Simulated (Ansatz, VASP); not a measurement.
Two plane-wave programs on AlN

```
Al N
1.0
     0.00000    2.18399    2.18399
     2.18399    0.00000    2.18399
     2.18399    2.18399    0.00000
Al N
1 1
Direct
  0.92715 0.00000 0.00000
  0.75000 0.75000 0.75000
```

Change from the starting cell: all Al atoms moved +0.225 Å, as atom 1 towards its neighbour atom 1 (Al) at 3.089 Å.

Alike in both runs: task single point; functional PBEsol; k mesh 10 × 10 × 10; occupations gaussian, width 0.05 eV; no spin polarisation.

|  | VASP | Ansatz |
| --- | --- | --- |
| version | VASP 6.6.1 | Ansatz 0.2.0 |
| potentials or method | VASP PAW PBE potentials, release 64 (Al, N), cutoff 520 eV | scalar-relativistic, plane waves, PAW |
| valence electrons in the cell | 8 | 8 |

|  | VASP | Ansatz | Ansatz less VASP |
| --- | --- | --- | --- |
| gap on the k mesh at the Fermi level (eV) | 2.62 | 2.63 | +0.009 |
| least direct gap on the mesh (eV) | 3.49 | 3.48 | -0.015 |
| pressure (GPa) | 7.9 | 7.8 | -0.15 |
| traceless stress, the component that is largest in VASP (GPa) | 13.24 | 12.96 | -0.284 |
| rms of the force components (eV/Å) | 2.280 | 2.251 | -0.0289 |

VASP's potentials were made for PBE, not for PBEsol. Atom by atom the forces differ by 0.029 eV/Å (rms over components).
